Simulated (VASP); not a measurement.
# LiY3 (Fm-3m) in VASP: further runs, part 3 of 3

VASP 6.6.1. Earlier steps stand in the parts before.

### 5 Single point, r2SCAN

This run uses another cell than the first one, of 30.84 Å³/atom, 1.095 times its volume.

POSCAR reads:

```
LiY3
1.0
    0.0000000000      3.9511717273      3.9511717273
    3.9511717273      0.0000000000      3.9511717273
    3.9511717273      3.9511717273      0.0000000000
Li Y
1 3
Direct
    0.0000000000      0.0000000000      0.0000000000
    0.2500000000      0.2500000000      0.2500000000
    0.7500000000      0.7500000000      0.7500000000
    0.5000000000      0.5000000000      0.5000000000
```

INCAR.step1 reads:

```
  PREC = Accurate
  ENCUT = 520
  ISMEAR = -1
  SIGMA = 0.1
  LREAL = F
  LASPH = T
  NELM = 80
  NBANDS = 26
  GGA = PE
  ALGO = Normal
  EDIFF = 1E-4
  LWAVE = T
  LCHARG = F
```

INCAR.step2 reads:

```
  PREC = Accurate
  ENCUT = 520
  EDIFF = 1E-6
  ISMEAR = -1
  SIGMA = 0.1
  LREAL = F
  LASPH = T
  NELM = 80
  ALGO = Normal
  ISIF = 2
  LWAVE = F
  LCHARG = F
  METAGGA = R2SCAN
  LMIXTAU = T
  NBANDS = 26
  ISTART = 1
```

KPOINTS reads:

```
Automatic mesh
0
Gamma
  5 5 5
```

Potentials or basis: VASP PAW PBE potentials, release 64 (Li_sv, Y_sv).

Run with:

```sh
> cat potpaw_PBE.64/Li_sv/POTCAR potpaw_PBE.64/Y_sv/POTCAR > POTCAR
> cp INCAR.step1 INCAR
> mpirun -np 1 vasp_std > vasp.out
> cp INCAR.step2 INCAR
> mpirun -np 1 vasp_std > vasp.out
```

OUTCAR:

```text
PREC = Accurate
   ENCUT = 520
   EDIFF = 1E-6
   ISMEAR = -1
   LREAL = F
   LASPH = T
   NELM = 80
   ISIF = 2
   METAGGA = R2SCAN
   ISTART = 1

 ion  position               nearest neighbor table
   1  0.000  0.000  0.000-   3 3.42   3 3.42   3 3.42   2 3.42   3 3.42   2 3.42   2 3.42   2 3.42

   2  0.250  0.250  0.250-   1 3.42   1 3.42   1 3.42   1 3.42   4 3.42   4 3.42   4 3.42   4 3.42
                             3 3.95   3 3.95   3 3.95   3 3.95   3 3.95   3 3.95
   3  0.750  0.750  0.750-   4 3.42   4 3.42   4 3.42   1 3.42   4 3.42   1 3.42   1 3.42   1 3.42
                             2 3.95   2 3.95   2 3.95   2 3.95   2 3.95   2 3.95
   4  0.500  0.500  0.500-   2 3.42   2 3.42   2 3.42   2 3.42   3 3.42   3 3.42   3 3.42   3 3.42

  LATTYP: Found a face centered cubic cell.
 ALAT       =     7.9023434546

  Lattice vectors:

 A1 = (   0.0000000000,   3.9511717273,   3.9511717273)
 A2 = (   3.9511717273,   0.0000000000,   3.9511717273)
 A3 = (   3.9511717273,   3.9511717273,   0.0000000000)

Analysis of symmetry for initial positions (statically):
=====================================================================
 Subroutine PRICEL returns:
 Original cell was already a primitive cell.

 Routine SETGRP: Setting up the symmetry group for a
 face centered cubic supercell.

 Subroutine GETGRP returns: Found 48 space group operations
 (whereof 48 operations were pure point group operations)
 out of a pool of 48 trial point group operations.

The static configuration has the point symmetry O_h .

Analysis of symmetry for dynamics (positions and initial velocities):
=====================================================================
 Subroutine PRICEL returns:
 Original cell was already a primitive cell.

 Routine SETGRP: Setting up the symmetry group for a
 face centered cubic supercell.

 Subroutine GETGRP returns: Found 48 space group operations
 (whereof 48 operations were pure point group operations)
 out of a pool of 48 trial point group operations.

The dynamic configuration has the point symmetry O_h .

 Subroutine INISYM returns: Found 48 space group operations
 (whereof 48 operations are pure point group operations),
 and found     1 'primitive' translations

----------------------------------------------------------------------------------------

                                     Primitive cell

  volume of cell :     123.3695

  direct lattice vectors                    reciprocal lattice vectors
     0.000000000  3.951171727  3.951171727    -0.126544740  0.126544740  0.126544740
     3.951171727  0.000000000  3.951171727     0.126544740 -0.126544740  0.126544740
     3.951171727  3.951171727  0.000000000     0.126544740  0.126544740 -0.126544740

  length of vectors
     5.587800644  5.587800644  5.587800644     0.219181920  0.219181920  0.219181920

  position of ions in fractional coordinates (direct lattice)
     0.000000000  0.000000000  0.000000000
     0.250000000  0.250000000  0.250000000
     0.750000000  0.750000000  0.750000000
     0.500000000  0.500000000  0.500000000

  ion indices of the primitive-cell ions
   primitive index   ion index
                 1           1
                 2           2
                 3           3
                 4           4

[... 26 lines left out ...]
 Following reciprocal coordinates:
            Coordinates               Weight
  0.000000  0.000000  0.000000      1.000000
  0.200000  0.000000  0.000000      8.000000
  0.400000  0.000000  0.000000      8.000000
  0.200000  0.200000  0.000000      6.000000
  0.400000  0.200000  0.000000     24.000000
 -0.400000  0.200000  0.000000     24.000000
 -0.200000  0.200000  0.000000     12.000000
  0.400000  0.400000  0.000000      6.000000
 -0.400000  0.400000  0.000000     12.000000
 -0.400000  0.400000  0.200000     24.000000
   k-points           NKPTS =     10   k-points in BZ     NKDIM =     10   number of bands    NBANDS=     26
   number of dos      NEDOS =    301   number of ions     NIONS =      4
   total plane-waves  NPLWV =  74088
   dimension x,y,z NGX =    42 NGY =   42 NGZ =   42
   dimension x,y,z NGXF=    84 NGYF=   84 NGZF=   84
   ions per type =               1   3
   NGX,Y,Z   is equivalent  to a cutoff of  12.50, 12.50, 12.50 a.u.
   NGXF,Y,Z  is equivalent  to a cutoff of  24.99, 24.99, 24.99 a.u.
 SYSTEM =  unknown system
   PREC   = accura    normal or accurate (medium, high low for compatibility)
   ISTART =      1    job   : 0-new  1-cont  2-samecut
   ICHARG =      0    charge: 1-file 2-atom 10-const
   ISPIN  =      1    spin polarized calculation?
   LNONCOLLINEAR =      F non collinear calculations
   LSORBIT =      F    spin-orbit coupling
   LASPH  =      T    aspherical Exc in radial PAW
   ENCUT  =  520.0 eV  38.22 Ry    6.18 a.u.  10.39 10.39 10.39*2*pi/ulx,y,z
   NELM   =     80;   NELMIN=  2; NELMDL=  0     # of ELM steps
   EDIFF  = 0.1E-05   stopping-criterion for ELM
   LREAL  =      F    real-space projection
   EDIFFG = 0.1E-04   stopping-criterion for IOM
   NSW    =      0    number of steps for IOM
   IBRION =     -1    ionic relax: 0-MD 1-quasi-New 2-CG
   NFREE  =      0    steps in history (QN), initial steepest desc. (CG)
   ISIF   =      2    stress and relaxation
   ISYM   =      2    0-nonsym 1-usesym 2-fastsym
   POTIM  = 0.5000    time-step for ionic-motion
   TEBEG  =    0.0;   TEEND  =   0.0 temperature during run
   PSTRESS=    0.0 pullay stress
   NELECT =      36.0000    total number of electrons
   NUPDOWN=      -1.0000    fix difference up-down
   EMIN   =  10.00;   EMAX   =-10.00  energy-range for DOS
   EFERMI =   0.00;   METHOD = LEGACY
   ISMEAR =    -1;   SIGMA  =   0.10  broadening in eV -4-tet -1-fermi 0-gaus
   EFERMI_NEDOS =   21; number of points for ismear=-14 and -15
   IALGO  =     38    algorithm
   IMIX   =      4    mixing-type and parameters
     AMIX     =   0.40;   BMIX     =  1.00
     AMIX_MAG =   1.60;   BMIX_MAG =  1.00
  volume/ion in A,a.u.               =      30.84       208.13
  Fermi-wavevector in a.u.,A,eV,Ry     =   1.085858  2.051974 16.042465  1.179088
  Thomas-Fermi vector in A             =   2.221982
   LORBIT       =      0    0 simple, 1 ext, 2 COOP (PROOUT), +10 PAW based schemes
   METAGGA = R2SCAN    functional components
   LHFCALC =     F    Hartree Fock is set to
   AEXX    =    0.0000 exact exchange contribution
   IVDW    =     0    specifies the selected vdW correction
   LEPSILON=     F    determine dielectric tensor
   LRPA    =     F    only Hartree local field effects (RPA)
 non-spin polarized calculation
  energy-cutoff  :      520.00
  volume of cell :      123.37
 maximum number of plane-waves:      3335
 NGX is ok and might be reduce to    42
   NGX = 21   NGY = 21   NGZ = 21

 number of electron      36.0000004 magnetization

 Free energy of the ion-electron system (eV)
  ---------------------------------------------------
  ext. energy  EPLUGINS =         0.00000000
  ---------------------------------------------------
  free energy    TOTEN  =       -62.44203461 eV

  energy without entropy =      -62.29875763  energy(sigma->0) =      -62.37039612

 E-fermi :   2.5157     XC(G=0):  -9.4992

 val. band max:        2.4227155241   @ k =   0.2000   0.0000   0.0000
 cond. band min:       2.5820952222   @ k =   0.4000   0.0000   0.0000
 fundamental gap:      0.1593796981
 Fermi energy:         2.5157389543

 k-point     1 :       0.0000    0.0000    0.0000
  band No.  band energies     occupation
      1     -44.7384      2.00000
      2     -42.1096      2.00000
      3     -42.0700      2.00000
      4     -41.9301      2.00000
      5     -21.4943      2.00000
      6     -21.4943      2.00000
[... 279 lines left out ...]
     25       5.2588      0.00000
     26       5.6175      0.00000

------------------------ aborting loop because EDIFF is reached ----------------------------------------

  FORCE on cell =-STRESS in cart. coord.  units (eV):
  Direction    XX          YY          ZZ          XY          YZ          ZX
  --------------------------------------------------------------------------------------
  -------------------------------------------------------------------------------------
  Total       -0.6286460     -0.6286460     -0.6286460     -0.0000000     -0.0000000     -0.0000000
  in kB       -8.1641129     -8.1641129     -8.1641129     -0.0000000     -0.0000000     -0.0000000
  external PRESSURE =      -8.1641129 kB  Pullay stress =       0.0000000 kB

 VOLUME and BASIS-vectors are now :
 -----------------------------------------------------------------------------
  energy-cutoff  :      520.00
  volume of cell :      123.37
      direct lattice vectors                 reciprocal lattice vectors
     0.000000000  3.951171727  3.951171727    -0.126544740  0.126544740  0.126544740
     3.951171727  0.000000000  3.951171727     0.126544740 -0.126544740  0.126544740
     3.951171727  3.951171727  0.000000000     0.126544740  0.126544740 -0.126544740

 POSITION                                       TOTAL-FORCE (eV/Angst)
 -----------------------------------------------------------------------------------
      0.00000      0.00000      0.00000         0.000000     -0.000000     -0.000000
      1.97559      1.97559      1.97559        -0.000000     -0.000000     -0.000000
      5.92676      5.92676      5.92676         0.000000      0.000000      0.000000
      3.95117      3.95117      3.95117         0.000000     -0.000000     -0.000000
 -----------------------------------------------------------------------------------
    total drift:                               -0.000000     -0.000000      0.000000

  FREE ENERGIE OF THE ION-ELECTRON SYSTEM (eV)
  ---------------------------------------------------
  free  energy   TOTEN  =       -62.4420346113 eV

  energy  without entropy=      -62.2987576270  energy(sigma->0) =      -62.37039612
```

It took 4.5 min on 1 thread of AMD EPYC 7R43 (Zen 3), shared host; peak memory 0.25 GiB.

What came out:

```
Free energy            : -62.4420 eV
Band gap on the k mesh : zero (band 18 reaches 2.70 eV, above the bottom of band 19 at 2.12 eV)
```

Caveat: the cutoff is under 1.25 times the usual one of these potentials, so pressure, stress and relaxed cells hold a basis-set (Pulay) error; the PAW data sets were made with another functional, which shifts forces and pressure a little.

### 6 Single point, r2SCAN

This run uses another cell than the first one, of 31.73 Å³/atom, 1.126 times its volume.

POSCAR reads:

```
LiY3
1.0
    0.0000000000      3.9888041992      3.9888041992
    3.9888041992      0.0000000000      3.9888041992
    3.9888041992      3.9888041992      0.0000000000
Li Y
1 3
Direct
    0.0000000000      0.0000000000      0.0000000000
    0.2500000000      0.2500000000      0.2500000000
    0.7500000000      0.7500000000      0.7500000000
    0.5000000000      0.5000000000      0.5000000000
```

INCAR.step1 reads:

```
SYSTEM = LiY3
ALGO = Normal ; EDIFF = 1E-4
ENCUT = 520 ; GGA = PE
ISMEAR = -1 ; LASPH = .TRUE.
LCHARG = .FALSE. ; LREAL = .FALSE.
LWAVE = .TRUE. ; NBANDS = 26
NELM = 60 ; PREC = Accurate
SIGMA = 0.1
```

INCAR.step2 reads:

```
SYSTEM = LiY3
ALGO = Normal ; EDIFF = 1E-6
ENCUT = 520 ; ISIF = 2
ISMEAR = -1 ; ISTART = 1
LASPH = .TRUE. ; LCHARG = .TRUE.
LELF = .TRUE. ; LMIXTAU = .TRUE.
LREAL = .FALSE. ; LVHAR = .TRUE.
LWAVE = .FALSE. ; METAGGA = R2SCAN
NBANDS = 26 ; NELM = 60
PREC = Accurate ; SIGMA = 0.1
```

KPOINTS reads:

```
k-points
0
G
  5 5 5
  0 0 0
```

Potentials or basis: VASP PAW PBE potentials, release 64 (Li_sv, Y_sv).

Run with:

```sh
> cat potpaw_PBE.64/Li_sv/POTCAR potpaw_PBE.64/Y_sv/POTCAR > POTCAR
> cp INCAR.step1 INCAR
> mpirun -np 1 vasp_std > vasp.out
> cp INCAR.step2 INCAR
> mpirun -np 1 vasp_std > vasp.out
```

OUTCAR:

```text
SYSTEM = LiY3
   EDIFF = 1E-6
   ENCUT = 520
   ISIF = 2
   ISMEAR = -1
   ISTART = 1
   LASPH = .TRUE.
   LREAL = .FALSE.
   METAGGA = R2SCAN
   NELM = 60
   PREC = Accurate

 ion  position               nearest neighbor table
   1  0.000  0.000  0.000-   3 3.45   3 3.45   3 3.45   2 3.45   3 3.45   2 3.45   2 3.45   2 3.45

   2  0.250  0.250  0.250-   1 3.45   1 3.45   1 3.45   1 3.45   4 3.45   4 3.45   4 3.45   4 3.45
                             3 3.99   3 3.99   3 3.99   3 3.99   3 3.99   3 3.99
   3  0.750  0.750  0.750-   4 3.45   4 3.45   4 3.45   1 3.45   4 3.45   1 3.45   1 3.45   1 3.45
                             2 3.99   2 3.99   2 3.99   2 3.99   2 3.99   2 3.99
   4  0.500  0.500  0.500-   2 3.45   2 3.45   2 3.45   2 3.45   3 3.45   3 3.45   3 3.45   3 3.45

  LATTYP: Found a face centered cubic cell.
 ALAT       =     7.9776083984

  Lattice vectors:

 A1 = (   0.0000000000,   3.9888041992,   3.9888041992)
 A2 = (   3.9888041992,   0.0000000000,   3.9888041992)
 A3 = (   3.9888041992,   3.9888041992,   0.0000000000)

Analysis of symmetry for initial positions (statically):
=====================================================================
 Subroutine PRICEL returns:
 Original cell was already a primitive cell.

[... 161 lines left out ...]
 cond. band min:       2.4527148623   @ k =   0.4000   0.0000   0.0000
 fundamental gap:      0.1502146535
 Fermi energy:         2.3916040340

 k-point     1 :       0.0000    0.0000    0.0000
  band No.  band energies     occupation
      1     -44.9044      2.00000
      2     -42.3114      2.00000
      3     -42.2793      2.00000
      4     -42.1275      2.00000
      5     -21.6752      2.00000
      6     -21.6752      2.00000
[... 279 lines left out ...]
     25       5.0726      0.00000
     26       5.4261      0.00000

------------------------ aborting loop because EDIFF is reached ----------------------------------------

  FORCE on cell =-STRESS in cart. coord.  units (eV):
  Direction    XX          YY          ZZ          XY          YZ          ZX
  --------------------------------------------------------------------------------------
  -------------------------------------------------------------------------------------
  Total       -1.2076145     -1.2076145     -1.2076145      0.0000000      0.0000000      0.0000000
  in kB      -15.2433612    -15.2433612    -15.2433612      0.0000000      0.0000000      0.0000000
  external PRESSURE =     -15.2433612 kB  Pullay stress =       0.0000000 kB

 VOLUME and BASIS-vectors are now :
 -----------------------------------------------------------------------------
  energy-cutoff  :      520.00
  volume of cell :      126.93
      direct lattice vectors                 reciprocal lattice vectors
     0.000000000  3.988804199  3.988804199    -0.125350851  0.125350851  0.125350851
     3.988804199  0.000000000  3.988804199     0.125350851 -0.125350851  0.125350851
     3.988804199  3.988804199  0.000000000     0.125350851  0.125350851 -0.125350851

 POSITION                                       TOTAL-FORCE (eV/Angst)
 -----------------------------------------------------------------------------------
      0.00000      0.00000      0.00000         0.000000     -0.000000     -0.000000
      1.99440      1.99440      1.99440        -0.000000     -0.000000     -0.000000
      5.98321      5.98321      5.98321         0.000000      0.000000      0.000000
      3.98880      3.98880      3.98880         0.000000     -0.000000     -0.000000
 -----------------------------------------------------------------------------------
    total drift:                               -0.000000     -0.000000      0.000000

  FREE ENERGIE OF THE ION-ELECTRON SYSTEM (eV)
  ---------------------------------------------------
  free  energy   TOTEN  =       -62.4172956753 eV

  energy  without entropy=      -62.2667785054  energy(sigma->0) =      -62.34203709
```

OSZICAR.step1:

```text
N       E                     dE             d eps       ncg     rms          rms(c)
DAV:   1     0.174185341223E+03    0.17419E+03   -0.16525E+04   528   0.129E+03
DAV:   2    -0.285475766325E+01   -0.17704E+03   -0.17215E+03   610   0.311E+02
DAV:   3    -0.207814163194E+02   -0.17927E+02   -0.17677E+02   970   0.533E+01
DAV:   4    -0.216509867721E+02   -0.86957E+00   -0.86560E+00   680   0.151E+01
DAV:   5    -0.216960913039E+02   -0.45105E-01   -0.45058E-01   806   0.271E+00    0.335E+01
DAV:   6    -0.205602506007E+02    0.11358E+01   -0.21939E+00   562   0.544E+00    0.209E+01
DAV:   7    -0.205113438456E+02    0.48907E-01   -0.26292E+00   768   0.583E+00    0.288E+00
DAV:   8    -0.204757044735E+02    0.35639E-01   -0.53593E-01   598   0.280E+00    0.783E-01
DAV:   9    -0.204743261770E+02    0.13783E-02   -0.45335E-02   754   0.109E+00    0.368E-01
DAV:  10    -0.204735874034E+02    0.73877E-03   -0.10234E-02   664   0.480E-01    0.124E-01
DAV:  11    -0.204735380224E+02    0.49381E-04   -0.17912E-03   696   0.227E-01    0.377E-02
DAV:  12    -0.204735430439E+02   -0.50216E-05   -0.14905E-04   412   0.694E-02
   1 F= -.20473543E+02 E0= -.20384059E+02  d E =-.178968E+00
```

Wall time 5.5 min (1 thread of AMD EPYC 7R43 (Zen 3), shared host); peak memory 0.25 GiB.

What came out:

- Free energy: -62.4173 eV
- Band gap on the k mesh: zero (band 18 reaches 2.60 eV, above the bottom of band 19 at 2.01 eV)

Caveat: the cutoff is under 1.25 times the usual one of these potentials, so pressure, stress and relaxed cells hold a basis-set (Pulay) error; the PAW data sets were made with another functional, which shifts forces and pressure a little.

### 7 Summary

| cell | gap on the mesh (eV) |
| --- | --- |
| a = 5.422 Å, angles 60.0°, 4 atoms | none |
| a = 5.478 Å, angles 60.0°, 4 atoms | none |
| a = 5.534 Å, angles 60.0°, 4 atoms | none |
| a = 5.588 Å, angles 60.0°, 4 atoms | none |
| a = 5.641 Å, angles 60.0°, 4 atoms | none |

Alike in all rows: task single point; level r2SCAN; potentials or basis VASP PAW PBE potentials, release 64 (Li_sv, Y_sv); no spin polarisation; k mesh 5 × 5 × 5; cutoff (eV) 520; smearing fermi-dirac 0.1 eV.

Caveats: the cutoff is under 1.25 times the usual one of these potentials, so pressure, stress and relaxed cells hold a basis-set (Pulay) error; the PAW data sets were made with another functional, which shifts forces and pressure a little.

Absolute energies hang on the potentials; compare differences alone.
